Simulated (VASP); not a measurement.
# TeO (Pmma) in VASP: single point with PBE

Aim: the single point of TeO with PBE.

All numbers are computed with VASP 6.6.1; they aren't measurements. Logs are shortened: lines on timing, memory, paths and dates and some standing lists are left out, and cuts for length are marked.

### 1 The cell of the first run

Symmetry: Pmma, No. 51, orthorhombic system. Conventional cell: a = 5.741 Å, b = 3.671 Å, c = 4.368 Å, α = 90.00°, β = 90.00°, γ = 90.00°. Within 2.7 Å of Te (site symmetry mm2) lie 2 O at 2.06 Å. O (site symmetry mm2) has 2 Te at 2.06 Å within 2.7 Å.

The cell was built from a structure type or drawn by symmetry, and may not be a known phase.

### 2 Single point, PBE

File INCAR:

```
PREC = Accurate
ENCUT = 520
EDIFF = 1E-6
ISMEAR = 0
SIGMA = 0.1
LREAL = F
LASPH = T
NELM = 80
ALGO = Normal
ISIF = 2
LWAVE = F
LCHARG = F
GGA = PE
NBANDS = 20
```

File KPOINTS:

```
Automatic mesh
0
Gamma
  8 12 12
```

File POSCAR:

```
TeO
1.0
    5.7414865338      0.0000000000      0.0000000000
    0.0000000000      3.6714118226      0.0000000000
    0.0000000000      0.0000000000      4.3684490867
Te O
2 2
Direct
    0.2500000000      0.0000000000      0.0984016874
    0.7500000000      0.0000000000      0.9015983126
    0.2500000000      0.5000000000      0.8851698651
    0.7500000000      0.5000000000      0.1148301349
```

Potentials or basis: VASP PAW PBE potentials, release 64 (Te, O).

Started as:

```
cat potpaw_PBE.64/Te/POTCAR potpaw_PBE.64/O/POTCAR > POTCAR
mpirun -np 1 vasp_std > vasp.out
```

OUTCAR:

```text
PREC = Accurate
   ENCUT = 520
   EDIFF = 1E-6
   ISMEAR = 0
   LREAL = F
   LASPH = T
   NELM = 80
   ISIF = 2
   GGA = PE

 ion  position               nearest neighbor table
   1  0.250  0.000  0.098-   3 2.06   3 2.06   2 3.00   2 3.00
   2  0.750  0.000  0.902-   4 2.06   4 2.06   1 3.00   1 3.00
   3  0.250  0.500  0.885-   1 2.06   1 2.06
   4  0.750  0.500  0.115-   2 2.06   2 2.06

  LATTYP: Found a simple orthorhombic cell.
 ALAT       =     3.6714118226
 B/A-ratio  =     1.1898553738
 C/A-ratio  =     1.5638361511

  Lattice vectors:

 A1 = (   0.0000000000,   3.6714118226,   0.0000000000)
 A2 = (   0.0000000000,   0.0000000000,   4.3684490867)
 A3 = (   5.7414865338,   0.0000000000,   0.0000000000)

Analysis of symmetry for initial positions (statically):
=====================================================================
 Subroutine PRICEL returns:
 Original cell was already a primitive cell.

 Routine SETGRP: Setting up the symmetry group for a
 simple orthorhombic supercell.

 Subroutine GETGRP returns: Found  8 space group operations
 (whereof  4 operations were pure point group operations)
 out of a pool of  8 trial point group operations.

The static configuration has the point symmetry C_2h.
 The point group associated with its full space group is D_2h.

Analysis of symmetry for dynamics (positions and initial velocities):
=====================================================================
 Subroutine PRICEL returns:
 Original cell was already a primitive cell.

 Routine SETGRP: Setting up the symmetry group for a
 simple orthorhombic supercell.

 Subroutine GETGRP returns: Found  8 space group operations
 (whereof  4 operations were pure point group operations)
 out of a pool of  8 trial point group operations.

The dynamic configuration has the point symmetry C_2h.
 The point group associated with its full space group is D_2h.

 Subroutine INISYM returns: Found  8 space group operations
 (whereof  4 operations are pure point group operations),
 and found     1 'primitive' translations

----------------------------------------------------------------------------------------

                                     Primitive cell

  volume of cell :      92.0841

  direct lattice vectors                    reciprocal lattice vectors
     5.741486534  0.000000000  0.000000000     0.174170921  0.000000000  0.000000000
     0.000000000  3.671411823  0.000000000     0.000000000  0.272374783  0.000000000
     0.000000000  0.000000000  4.368449087     0.000000000  0.000000000  0.228914194

  length of vectors
     5.741486534  3.671411823  4.368449087     0.174170921  0.272374783  0.228914194

  position of ions in fractional coordinates (direct lattice)
     0.250000000  0.000000000  0.098401687
     0.750000000  0.000000000  0.901598313
     0.250000000  0.500000000  0.885169865
     0.750000000  0.500000000  0.114830135

  ion indices of the primitive-cell ions
   primitive index   ion index
                 1           1
                 2           2
                 3           3
                 4           4

----------------------------------------------------------------------------------------

 KPOINTS: Automatic mesh

Automatic generation of k-mesh.
 Grid dimensions read from file:
 generate k-points for:    8   12   12

 Generating k-lattice:

  Cartesian coordinates                     Fractional coordinates (reciprocal lattice)
     0.021771365  0.000000000  0.000000000     0.125000000  0.000000000  0.000000000
     0.000000000  0.022697899  0.000000000     0.000000000  0.083333333  0.000000000
     0.000000000  0.000000000  0.019076183     0.000000000  0.000000000  0.083333333

  Length of vectors
     0.021771365  0.022697899  0.019076183

  Shift w.r.t. Gamma in fractional coordinates (k-lattice)
     0.000000000  0.000000000  0.000000000

 Subroutine IBZKPT returns following result:
 ===========================================

 Found    245 irreducible k-points:

 Following reciprocal coordinates:
            Coordinates               Weight
  0.000000  0.000000  0.000000      1.000000
  0.125000  0.000000  0.000000      2.000000
  0.250000  0.000000  0.000000      2.000000
  0.375000  0.000000  0.000000      2.000000
  0.500000  0.000000  0.000000      1.000000
  0.000000  0.083333  0.000000      2.000000
[... 16 lines left out ...]
  0.250000  0.333333  0.000000      4.000000
  0.375000  0.333333  0.000000      4.000000
 [... further k-points ...]
   k-points           NKPTS =    245   k-points in BZ     NKDIM =    245   number of bands    NBANDS=     20
   number of dos      NEDOS =    301   number of ions     NIONS =      4
   total plane-waves  NPLWV =  43008
   dimension x,y,z NGX =    48 NGY =   28 NGZ =   32
   dimension x,y,z NGXF=    96 NGYF=   56 NGZF=   64
   ions per type =               2   2
   NGX,Y,Z   is equivalent  to a cutoff of  13.90, 12.68, 12.18 a.u.
   NGXF,Y,Z  is equivalent  to a cutoff of  27.80, 25.36, 24.36 a.u.
 SYSTEM =  unknown system
   PREC   = accura    normal or accurate (medium, high low for compatibility)
   ISTART =      0    job   : 0-new  1-cont  2-samecut
   ICHARG =      2    charge: 1-file 2-atom 10-const
   ISPIN  =      1    spin polarized calculation?
   LNONCOLLINEAR =      F non collinear calculations
   LSORBIT =      F    spin-orbit coupling
   LASPH  =      T    aspherical Exc in radial PAW
   ENCUT  =  520.0 eV  38.22 Ry    6.18 a.u.  10.68  6.83  8.12*2*pi/ulx,y,z
   NELM   =     80;   NELMIN=  2; NELMDL= -5     # of ELM steps
   EDIFF  = 0.1E-05   stopping-criterion for ELM
   LREAL  =      F    real-space projection
   EDIFFG = 0.1E-04   stopping-criterion for IOM
   NSW    =      0    number of steps for IOM
   IBRION =     -1    ionic relax: 0-MD 1-quasi-New 2-CG
   NFREE  =      0    steps in history (QN), initial steepest desc. (CG)
   ISIF   =      2    stress and relaxation
   ISYM   =      2    0-nonsym 1-usesym 2-fastsym
   POTIM  = 0.5000    time-step for ionic-motion
   TEBEG  =    0.0;   TEEND  =   0.0 temperature during run
   PSTRESS=    0.0 pullay stress
   NELECT =      24.0000    total number of electrons
   NUPDOWN=      -1.0000    fix difference up-down
   EMIN   =  10.00;   EMAX   =-10.00  energy-range for DOS
   EFERMI =   0.00;   METHOD = LEGACY
   ISMEAR =     0;   SIGMA  =   0.10  broadening in eV -4-tet -1-fermi 0-gaus
   EFERMI_NEDOS =   21; number of points for ismear=-14 and -15
   IALGO  =     38    algorithm
   IMIX   =      4    mixing-type and parameters
     AMIX     =   0.40;   BMIX     =  1.00
     AMIX_MAG =   1.60;   BMIX_MAG =  1.00
  volume/ion in A,a.u.               =      23.02       155.35
  Fermi-wavevector in a.u.,A,eV,Ry     =   1.045724  1.976131 14.878492  1.093538
  Thomas-Fermi vector in A             =   2.180532
   LORBIT       =      0    0 simple, 1 ext, 2 COOP (PROOUT), +10 PAW based schemes
   GGA     = PE    functional components
   LHFCALC =     F    Hartree Fock is set to
   AEXX    =    0.0000 exact exchange contribution
   IVDW    =     0    specifies the selected vdW correction
   LEPSILON=     F    determine dielectric tensor
   LRPA    =     F    only Hartree local field effects (RPA)
 non-spin polarized calculation
 Gauss-broadening in eV      SIGMA  =   0.10
  energy-cutoff  :      520.00
  volume of cell :       92.08
 maximum number of plane-waves:      2504
 NGX is ok and might be reduce to    48
   NGX = 21   NGY = 13   NGZ = 17

 number of electron      24.0000004 magnetization

 Free energy of the ion-electron system (eV)
  ---------------------------------------------------
  ext. energy  EPLUGINS =         0.00000000
  ---------------------------------------------------
  free energy    TOTEN  =       -17.74372807 eV

  energy without entropy =      -17.73725964  energy(sigma->0) =      -17.74049385

 E-fermi :   4.5463     XC(G=0):  -8.7615

 val. band max:        4.5438035513   @ k =   0.2500   0.5000   0.5000
 cond. band min:       4.5477518238   @ k =   0.1250   0.3333   0.4167
 fundamental gap:      0.0039482724
 Fermi energy:         4.5463045197

 k-point     1 :       0.0000    0.0000    0.0000
  band No.  band energies     occupation
      1     -15.0503      2.00000
      2     -14.4583      2.00000
      3      -6.2212      2.00000
      4      -4.5652      2.00000
      5      -2.3143      2.00000
      6      -2.2666      2.00000
[... 12 lines left out ...]
     19      12.0252      0.00000
     20      12.7681      0.00000

 k-point     2 :       0.1250    0.0000    0.0000
  band No.  band energies     occupation
      1     -15.0293      2.00000
      2     -14.4825      2.00000
      3      -6.1881      2.00000
      4      -4.7210      2.00000
      5      -2.2427      2.00000
      6      -2.0568      2.00000
[... 12 lines left out ...]
     19      12.8190      0.00000
     20      12.8218      0.00000

 k-point     3 :       0.2500    0.0000    0.0000
  band No.  band energies     occupation
      1     -14.9689      2.00000
      2     -14.5507      2.00000
      3      -6.0888      2.00000
      4      -5.0502      2.00000
      5      -2.1741      2.00000
      6      -1.7031      2.00000
[... 12 lines left out ...]
     19      13.0653      0.00000
     20      13.5019      0.00000

 k-point     4 :       0.3750    0.0000    0.0000
  band No.  band energies     occupation
      1     -14.8768      2.00000
      2     -14.6506      2.00000
      3      -5.9227      2.00000
      4      -5.3931      2.00000
      5      -2.0696      2.00000
      6      -1.8149      2.00000
[... 12 lines left out ...]
     19      13.7292      0.00000
     20      14.1313      0.00000

 k-point     5 :       0.5000    0.0000    0.0000
  band No.  band energies     occupation
      1     -14.7653      2.00000
      2     -14.7653      2.00000
      3      -5.6896      2.00000
      4      -5.6896      2.00000
      5      -1.9438      2.00000
      6      -1.9438      2.00000
[... 12 lines left out ...]
     19      14.3758      0.00000
     20      14.3758      0.00000

 k-point     6 :       0.0000    0.0833    0.0000
  band No.  band energies     occupation
      1     -15.0118      2.00000
      2     -14.4313      2.00000
      3      -6.4643      2.00000
      4      -4.7359      2.00000
      5      -2.2472      2.00000
      6      -2.0811      2.00000
[... 12 lines left out ...]
     19      12.1615      0.00000
     20      12.8876      0.00000

 k-point     7 :       0.1250    0.0833    0.0000
  band No.  band energies     occupation
      1     -14.9912      2.00000
      2     -14.4550      2.00000
      3      -6.4280      2.00000
      4      -4.8879      2.00000
      5      -2.0641      2.00000
      6      -2.0040      2.00000
[... 12 lines left out ...]
     19      12.6826      0.00000
     20      12.9022      0.00000
[... 277 lines left out ...]
 k-point    20 :       0.5000    0.2500    0.0000
  band No.  band energies     occupation
      1     -14.4993      2.00000
      2     -14.4993      2.00000
      3      -6.9860      2.00000
      4      -6.9860      2.00000
      5      -1.2551      2.00000
      6      -1.2551      2.00000
[... 12 lines left out ...]
     19      13.5052      0.00000
     20      13.5052      0.00000

 k-point    21 :       0.0000    0.3333    0.0000
  band No.  band energies     occupation
      1     -14.5578      2.00000
      2     -14.1298      2.00000
      3      -8.3484      2.00000
      4      -6.2370      2.00000
      5      -1.2819      2.00000
      6      -0.8712      2.00000
[... 12 lines left out ...]
     19      12.0858      0.00000
     20      13.5129      0.00000

 k-point    22 :       0.1250    0.3333    0.0000
  band No.  band energies     occupation
      1     -14.5423      2.00000
      2     -14.1468      2.00000
      3      -8.2953      2.00000
      4      -6.3739      2.00000
      5      -1.1222      2.00000
      6      -0.8125      2.00000
[... 12 lines left out ...]
     19      12.3923      0.00000
     20      13.3272      0.00000

 k-point    23 :       0.2500    0.3333    0.0000
  band No.  band energies     occupation
      1     -14.4975      2.00000
      2     -14.1949      2.00000
      3      -8.1375      2.00000
      4      -6.7143      2.00000
      5      -0.9598      2.00000
      6      -0.6507      2.00000
[... 12 lines left out ...]
     19      12.6122      0.00000
     20      13.1846      0.00000

 k-point    24 :       0.3750    0.3333    0.0000
  band No.  band energies     occupation
      1     -14.4297      2.00000
      2     -14.2659      2.00000
      3      -7.8808      2.00000
      4      -7.1322      2.00000
      5      -0.8938      2.00000
      6      -0.7343      2.00000
[... 12 lines left out ...]
     19      12.8591      0.00000
     20      13.4118      0.00000

 [... further k-points ...]
[... 5 lines left out ...]
  --------------------------------------------------------------------------------------
  -------------------------------------------------------------------------------------
  Total       -0.0521317     -0.1802772     -0.0373289      0.0000000      0.0000000      0.0000000
  in kB       -0.9070420     -3.1366534     -0.6494882      0.0000000      0.0000000      0.0000000
  external PRESSURE =      -1.5643946 kB  Pullay stress =       0.0000000 kB

 VOLUME and BASIS-vectors are now :
 -----------------------------------------------------------------------------
  energy-cutoff  :      520.00
  volume of cell :       92.08
      direct lattice vectors                 reciprocal lattice vectors
     5.741486534  0.000000000  0.000000000     0.174170921  0.000000000  0.000000000
     0.000000000  3.671411823  0.000000000     0.000000000  0.272374783  0.000000000
     0.000000000  0.000000000  4.368449087     0.000000000  0.000000000  0.228914194

 POSITION                                       TOTAL-FORCE (eV/Angst)
 -----------------------------------------------------------------------------------
      1.43537      0.00000      0.42986         0.000000     -0.000000     -0.009777
      4.30611      0.00000      3.93859        -0.000000     -0.000000      0.009777
      1.43537      1.83571      3.86682        -0.000000     -0.000000      0.009663
      4.30611      1.83571      0.50163        -0.000000      0.000000     -0.009663
 -----------------------------------------------------------------------------------
    total drift:                                0.000000     -0.000000      0.000000

  FREE ENERGIE OF THE ION-ELECTRON SYSTEM (eV)
  ---------------------------------------------------
  free  energy   TOTEN  =       -17.7437280666 eV

  energy  without entropy=      -17.7372596380  energy(sigma->0) =      -17.74049385
```

Run time: 2.4 min. Hardware: 1 thread of AMD EPYC 9R45 (Zen 5), shared host; peak memory 0.45 GiB.

What came out:

| Item | Value |
| --- | --- |
| Free energy | -17.7437 eV |
| Pressure | -0.2 GPa |
| Largest force | 0.010 eV/Å |
| Band gap on the k mesh | zero (bands 12 and 13 overlap by 2.46 eV) |

Forces on the atoms (eV/Å):
```
Te   0.000  0.000 -0.010
Te   0.000  0.000  0.010
O    0.000  0.000  0.010
O    0.000  0.000 -0.010
```

Caveat: spin-orbit coupling is left out, which moves the levels of the heavy elements; this functional lacks dispersion, which binds the layers, so the pressure and a relaxed spacing across them are unreliable.
